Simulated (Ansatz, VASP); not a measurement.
**Al2O3 in VASP and in Ansatz**

INCAR

```
SYSTEM = Al2O3
PREC = Accurate ; ENCUT = 520
EDIFF = 1E-6 ; ISMEAR = -1
SIGMA = 0.05 ; LREAL = .FALSE.
LASPH = .TRUE. ; NELM = 80
ALGO = Normal ; ISIF = 2
LWAVE = .FALSE. ; LCHARG = .TRUE.
LELF = .TRUE. ; LVHAR = .TRUE.
NBANDS = 20
```

KPOINTS

```
Automatic mesh
0
G
  10 10 4
  0 0 0
```

File POSCAR:

```
Al2O3
1.0
    3.0174825440      0.0000000000      0.0000000000
   -1.5087412720      2.6132165386      0.0000000000
    0.0000000000      0.0000000000      7.5746360022
Al O
2 3
Direct
    0.0000000000      0.0000000000      0.7220490000
    0.0000000000      0.0000000000      0.2779510000
    0.0000000000      0.0000000000      0.5000000000
    0.6666666667      0.3333333333      0.8005460000
    0.3333333333      0.6666666667      0.1994540000
```

File input.yaml:

```yaml
crystal:
  lattice:
    - [3.017482544, 0.0, 0.0]
    - [-1.508741272, 2.6132165386, 0.0]
    - [0.0, 0.0, 7.5746360022]
  atoms:
    - { symbol: Al, position: [0.0, 0.0, 0.722049] }
    - { symbol: Al, position: [0.0, 0.0, 0.277951] }
    - { symbol: O, position: [0.0, 0.0, 0.5] }
    - { symbol: O, position: [0.6666666667, 0.3333333333, 0.800546] }
    - { symbol: O, position: [0.3333333333, 0.6666666667, 0.199454] }
kpoints:
  mp_grid: { grid: [10, 10, 4] }
  band_path:
    path:
      - [0.0, 0.0, 0.0]
      - [0.5, 0.0, 0.0]
      - [0.3333333333, 0.3333333333, 0.0]
      - [0.0, 0.0, 0.0]
      - [0.0, 0.0, 0.5]
      - [0.5, 0.0, 0.5]
      - [0.3333333333, 0.3333333333, 0.5]
      - [0.0, 0.0, 0.5]
    npoints: 12
scf:
  occupations: { method: fermi_dirac, width: 0.05 }
hamiltonian:
  xc: lda
  pseudopotentials: { kind: all_electron, lapw: { basis_error: 0.002 } }
output:
  forces: true
  stress: true
  eigenvalues: true
```

Alike in both runs: functional LDA; k mesh 10 × 10 × 4; occupations fermi-dirac, width 0.05 eV; no spin polarisation.

|  | VASP | Ansatz |
| --- | --- | --- |
| version | VASP 6.6.1 | Ansatz 0.2.0 |
| potentials or method | VASP PAW LDA potentials, release 64 (Al, O), cutoff 520 eV | all-electron LAPW, scalar-relativistic |
| task | single point | band structure |

|  | VASP | Ansatz | Ansatz less VASP |
| --- | --- | --- | --- |
| gap on the k mesh at the Fermi level (eV) | 2.19 | 2.23 | +0.041 |
| least direct gap on the mesh (eV) | 2.19 | 2.23 | +0.041 |
| pressure (GPa) | -7.6 | -8.1 | -0.52 |
| traceless stress, the component that is largest in VASP (GPa) | 0.47 | 0.13 | -0.344 |
| rms of the force components (eV/Å) | 0.162 | 0.182 | +0.0198 |

LDA's correlation is that of Perdew and Zunger in VASP and of Perdew and Wang (1992) in Ansatz. Atom by atom the forces differ by 0.028 eV/Å (rms over components). Ansatz ran all-electron here, and VASP with PAW potentials.
